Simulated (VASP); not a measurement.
Crystal: ZnHgO2.

```xyz
4
Lattice="3.3593 0.0000 0.0000 0.0000 3.3593 0.0000 0.0000 0.0000 5.2445" Properties=species:S:1:pos:R:3 pbc="T T T"
Zn    0.0000    0.0000    0.0000
O     0.0000    1.6797    1.0669
O     1.6797    0.0000    4.1776
Hg    1.6797    1.6797    2.6222
```

This cell differs from its parent crystal: volume changed by +3%.

Base run:

* Program: VASP 6.6.1
* Functional: r2SCAN
* Potentials or basis: VASP PAW PBE potentials, release 64 (Zn, O, Hg_sv_GW)
* Cutoff: 660 eV
* k mesh: 6 × 6 × 4
* Occupations: fermi-dirac, width 0.02 eV
* Spin: no spin polarisation

Its results: band gap on the k mesh zero (filled and empty bands touch); pressure -3.3 GPa; largest force 0.071 eV/Å.

Task: The run is repeated on the same cell with these changes: potentials or basis from VASP PAW PBE potentials, release 64 (Zn, O, Hg_sv_GW) to VASP PAW PBE potentials, release 64 (Zn, O, Hg); cutoff from 660 eV to 520 eV; further incar settings from ALGO = Normal; EDIFF = 1e-06; NBANDS = 30 to ALGO = Normal; EDIFF = 1e-07; NBANDS = 26; valence electrons from 44 to 36. What comes out?

Result: Band gap on the k mesh zero (filled and empty bands touch); pressure -2.4 GPa; largest force 0.044 eV/Å.

Caveats: the PAW data sets were made with another functional, which shifts forces and pressure a little; spin-orbit coupling is left out, which moves the levels of the heavy elements.
